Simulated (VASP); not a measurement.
# HfC in VASP: a series of runs, part 2 of 2

VASP 6.6.1.

### Step 3. Single point, r2SCAN

This run uses another cell than the first one, of 12.59 Å³/atom.

Contents of POSCAR:

```
HfC
1.0
    3.3428660531      0.0000000000      0.0000000000
   -1.6714330265      2.8950069234      0.0000000000
    0.0000000000      0.0000000000      5.2027140000
Hf C
2 2
Direct
    0.3333333333      0.6666666667      0.2692207375
    0.6666666667      0.3333333333      0.7500000000
    0.0000000000      0.0000000000      0.5000000000
    0.0000000000      0.0000000000      0.0000000000
```

Contents of INCAR.step1:

```
SYSTEM = HfC
PREC = Accurate
ENCUT = 520
ISMEAR = 0
SIGMA = 0.02
LREAL = .FALSE.
LASPH = .TRUE.
NELM = 60
NBANDS = 22
GGA = PE
ALGO = Normal
EDIFF = 1E-4
LWAVE = .TRUE.
LCHARG = .FALSE.
```

Contents of INCAR.step2:

```
SYSTEM = HfC
PREC = Accurate
ENCUT = 520
EDIFF = 1E-6
ISMEAR = 0
SIGMA = 0.02
LREAL = .FALSE.
LASPH = .TRUE.
NELM = 60
ALGO = Normal
ISIF = 2
LWAVE = .FALSE.
LCHARG = .FALSE.
METAGGA = R2SCAN
LMIXTAU = .TRUE.
NBANDS = 22
ISTART = 1
```

Contents of KPOINTS:

```
regular mesh
0
G
  11 11 6
  0 0 0
```

Potentials or basis: VASP PAW PBE potentials, release 64 (Hf_pv, C).

On the command line:

```console
> cat potpaw_PBE.64/Hf_pv/POTCAR potpaw_PBE.64/C/POTCAR > POTCAR
> cp INCAR.step1 INCAR
> mpirun -np 1 vasp_std > vasp.out
> cp INCAR.step2 INCAR
> mpirun -np 1 vasp_std > vasp.out
```

OUTCAR:

```text
SYSTEM = HfC
   PREC = Accurate
   ENCUT = 520
   EDIFF = 1E-6
   ISMEAR = 0
   LREAL = .FALSE.
   LASPH = .TRUE.
   NELM = 60
   ISIF = 2
   METAGGA = R2SCAN
   ISTART = 1

 ion  position               nearest neighbor table
   1  0.333  0.667  0.269-   3 2.27   3 2.27   3 2.27   4 2.38   4 2.38   4 2.38   2 3.16   2 3.16
                             2 3.16   2 3.32   2 3.32   2 3.32
   2  0.667  0.333  0.750-   3 2.33   4 2.33   3 2.33   4 2.33   3 2.33   4 2.33   1 3.16   1 3.16
                             1 3.16   1 3.32   1 3.32   1 3.32
   3  0.000  0.000  0.500-   1 2.27   1 2.27   1 2.27   2 2.33   2 2.33   2 2.33
   4  0.000  0.000  0.000-   2 2.33   2 2.33   2 2.33   1 2.38   1 2.38   1 2.38

  LATTYP: Found a hexagonal cell.
 ALAT       =     3.3428660531
 C/A-ratio  =     1.5563632875

  Lattice vectors:

 A1 = (   3.3428660531,   0.0000000000,   0.0000000000)
 A2 = (  -1.6714330265,   2.8950069234,   0.0000000000)
 A3 = (   0.0000000000,   0.0000000000,   5.2027140000)

Analysis of symmetry for initial positions (statically):
=====================================================================
 Subroutine PRICEL returns:
 Original cell was already a primitive cell.

 Routine SETGRP: Setting up the symmetry group for a
 hexagonal supercell.

 Subroutine GETGRP returns: Found  6 space group operations
 (whereof  6 operations were pure point group operations)
 out of a pool of 24 trial point group operations.

The static configuration has the point symmetry C_3v.

Analysis of symmetry for dynamics (positions and initial velocities):
=====================================================================
 Subroutine PRICEL returns:
 Original cell was already a primitive cell.

 Routine SETGRP: Setting up the symmetry group for a
 hexagonal supercell.

 Subroutine GETGRP returns: Found  6 space group operations
 (whereof  6 operations were pure point group operations)
 out of a pool of 24 trial point group operations.

The dynamic configuration has the point symmetry C_3v.

 Subroutine INISYM returns: Found  6 space group operations
 (whereof  6 operations are pure point group operations),
 and found     1 'primitive' translations

----------------------------------------------------------------------------------------

                                     Primitive cell

  volume of cell :      50.3499

  direct lattice vectors                    reciprocal lattice vectors
     3.342866053  0.000000000  0.000000000     0.299144502  0.172711159  0.000000000
    -1.671433026  2.895006923  0.000000000     0.000000000  0.345422317  0.000000000
     0.000000000  0.000000000  5.202714000     0.000000000  0.000000000  0.192207375

  length of vectors
     3.342866053  3.342866053  5.202714000     0.345422317  0.345422317  0.192207375

  position of ions in fractional coordinates (direct lattice)
     0.333333333  0.666666667  0.269220737
     0.666666667  0.333333333  0.750000000
     0.000000000  0.000000000  0.500000000
     0.000000000  0.000000000  0.000000000

  ion indices of the primitive-cell ions
   primitive index   ion index
                 1           1
                 2           2
                 3           3
                 4           4

----------------------------------------------------------------------------------------

 KPOINTS: regular mesh

Automatic generation of k-mesh.
 Grid dimensions read from file:
 generate k-points for:   11   11    6

 Generating k-lattice:

  Cartesian coordinates                     Fractional coordinates (reciprocal lattice)
     0.027194955  0.015701014  0.000000000     0.090909091  0.000000000  0.000000000
     0.000000000  0.031402029  0.000000000     0.000000000  0.090909091  0.000000000
     0.000000000  0.000000000  0.032034562     0.000000000  0.000000000  0.166666667

  Length of vectors
     0.031402029  0.031402029  0.032034562

  Shift w.r.t. Gamma in fractional coordinates (k-lattice)
     0.000000000  0.000000000  0.000000000

 Subroutine IBZKPT returns following result:
 ===========================================

 Found     84 irreducible k-points:

 Following reciprocal coordinates:
            Coordinates               Weight
  0.000000  0.000000  0.000000      1.000000
  0.090909 -0.000000  0.000000      6.000000
  0.181818 -0.000000  0.000000      6.000000
  0.272727 -0.000000  0.000000      6.000000
  0.363636 -0.000000  0.000000      6.000000
  0.454545  0.000000  0.000000      6.000000
[... 16 lines left out ...]
  0.000000  0.272727  0.166667      6.000000
  0.363636 -0.000000  0.166667      6.000000
 [... further k-points ...]
   k-points           NKPTS =     84   k-points in BZ     NKDIM =     84   number of bands    NBANDS=     22
   number of dos      NEDOS =    301   number of ions     NIONS =      4
   total plane-waves  NPLWV =  31360
   dimension x,y,z NGX =    28 NGY =   28 NGZ =   40
   dimension x,y,z NGXF=    56 NGYF=   56 NGZF=   80
   ions per type =               2   2
   NGX,Y,Z   is equivalent  to a cutoff of  13.92, 13.92, 12.78 a.u.
   NGXF,Y,Z  is equivalent  to a cutoff of  27.85, 27.85, 25.56 a.u.
 SYSTEM =  HfC
   PREC   = accura    normal or accurate (medium, high low for compatibility)
   ISTART =      1    job   : 0-new  1-cont  2-samecut
   ICHARG =      0    charge: 1-file 2-atom 10-const
   ISPIN  =      1    spin polarized calculation?
   LNONCOLLINEAR =      F non collinear calculations
   LSORBIT =      F    spin-orbit coupling
   LASPH  =      T    aspherical Exc in radial PAW
   ENCUT  =  520.0 eV  38.22 Ry    6.18 a.u.   6.22  6.22  9.67*2*pi/ulx,y,z
   NELM   =     60;   NELMIN=  2; NELMDL=  0     # of ELM steps
   EDIFF  = 0.1E-05   stopping-criterion for ELM
   LREAL  =      F    real-space projection
   EDIFFG = 0.1E-04   stopping-criterion for IOM
   NSW    =      0    number of steps for IOM
   IBRION =     -1    ionic relax: 0-MD 1-quasi-New 2-CG
   NFREE  =      0    steps in history (QN), initial steepest desc. (CG)
   ISIF   =      2    stress and relaxation
   ISYM   =      2    0-nonsym 1-usesym 2-fastsym
   POTIM  = 0.5000    time-step for ionic-motion
   TEBEG  =    0.0;   TEEND  =   0.0 temperature during run
   PSTRESS=    0.0 pullay stress
   NELECT =      28.0000    total number of electrons
   NUPDOWN=      -1.0000    fix difference up-down
   EMIN   =  10.00;   EMAX   =-10.00  energy-range for DOS
   EFERMI =   0.00;   METHOD = LEGACY
   ISMEAR =     0;   SIGMA  =   0.02  broadening in eV -4-tet -1-fermi 0-gaus
   EFERMI_NEDOS =   21; number of points for ismear=-14 and -15
   IALGO  =     38    algorithm
   IMIX   =      4    mixing-type and parameters
     AMIX     =   0.40;   BMIX     =  1.00
     AMIX_MAG =   1.60;   BMIX_MAG =  1.00
  volume/ion in A,a.u.               =      12.59        84.94
  Fermi-wavevector in a.u.,A,eV,Ry     =   1.346257  2.544057 24.659309  1.812408
  Thomas-Fermi vector in A             =   2.474104
   LORBIT       =      0    0 simple, 1 ext, 2 COOP (PROOUT), +10 PAW based schemes
   METAGGA = R2SCAN    functional components
   LHFCALC =     F    Hartree Fock is set to
   AEXX    =    0.0000 exact exchange contribution
   IVDW    =     0    specifies the selected vdW correction
   LEPSILON=     F    determine dielectric tensor
   LRPA    =     F    only Hartree local field effects (RPA)
 non-spin polarized calculation
 Gauss-broadening in eV      SIGMA  =   0.02
  energy-cutoff  :      520.00
  volume of cell :       50.35
 maximum number of plane-waves:      1375
 NGX is ok and might be reduce to    28
   NGX = 13   NGY = 13   NGZ = 19

 number of electron      28.0000001 magnetization

 Free energy of the ion-electron system (eV)
  ---------------------------------------------------
  ext. energy  EPLUGINS =         0.00000000
  ---------------------------------------------------
  free energy    TOTEN  =      -113.61341253 eV

  energy without entropy =     -113.61314925  energy(sigma->0) =     -113.61328089

 E-fermi :   6.5571     XC(G=0): -13.1352

 val. band max:        6.5536762335   @ k =   0.2727   0.2727   0.1667
 cond. band min:       6.5642505797   @ k =   0.0000   0.0909   0.1667
 fundamental gap:      0.0105743461
 Fermi energy:         6.5571257745

 k-point     1 :       0.0000    0.0000    0.0000
  band No.  band energies     occupation
      1     -25.4625      2.00000
      2     -24.8682      2.00000
      3     -24.8682      2.00000
      4     -24.7763      2.00000
      5     -24.7763      2.00000
      6     -24.6988      2.00000
[... 574 lines left out ...]
      6     -24.8095      2.00000
[... 14 lines left out ...]
     21      12.8184      0.00000
     22      13.6441      0.00000

 [... further k-points ...]
[... 5 lines left out ...]
  --------------------------------------------------------------------------------------
  -------------------------------------------------------------------------------------
  Total       -1.3581726     -1.3581726     -0.2899603     -0.0000000      0.0000000     -0.0000000
  in kB      -43.2182348    -43.2182348     -9.2267897     -0.0000000      0.0000000     -0.0000000
  external PRESSURE =     -31.8877531 kB  Pullay stress =       0.0000000 kB

 VOLUME and BASIS-vectors are now :
 -----------------------------------------------------------------------------
  energy-cutoff  :      520.00
  volume of cell :       50.35
      direct lattice vectors                 reciprocal lattice vectors
     3.342866053  0.000000000  0.000000000     0.299144502  0.172711159  0.000000000
    -1.671433026  2.895006923  0.000000000     0.000000000  0.345422317  0.000000000
     0.000000000  0.000000000  5.202714000     0.000000000  0.000000000  0.192207375

 POSITION                                       TOTAL-FORCE (eV/Angst)
 -----------------------------------------------------------------------------------
     -0.00000      1.93000      1.40068        -0.000000      0.000000     -1.921497
      1.67143      0.96500      3.90204         0.000000     -0.000000      1.432340
      0.00000      0.00000      2.60136        -0.000000      0.000000      0.299523
      0.00000      0.00000      0.00000        -0.000000     -0.000000      0.189634
 -----------------------------------------------------------------------------------
    total drift:                               -0.000000      0.000000      0.000175

  FREE ENERGIE OF THE ION-ELECTRON SYSTEM (eV)
  ---------------------------------------------------
  free  energy   TOTEN  =      -113.6134125310 eV

  energy  without entropy=     -113.6131492532  energy(sigma->0) =     -113.61328089
```

It took 2.8 min on 1 thread of Intel Xeon 6975P-C (Granite Rapids), shared host; peak memory 0.23 GiB.

Results:

| Item | Value |
| --- | --- |
| Free energy | -113.6134 eV |
| Pressure | -3.2 GPa |
| Largest force | 1.921 eV/Å |
| Band gap on the k mesh | zero (bands 14 and 15 overlap by 1.09 eV) |

Forces in eV/Å, atoms in the order of the input:
```
Hf   0.000  0.000 -1.921
Hf   0.000  0.000  1.432
C    0.000  0.000  0.300
C    0.000  0.000  0.190
```

Caveat: the cell stands under tension; the PAW data sets were made with another functional, which shifts forces and pressure a little; spin-orbit coupling is left out, which moves the levels of the heavy elements.
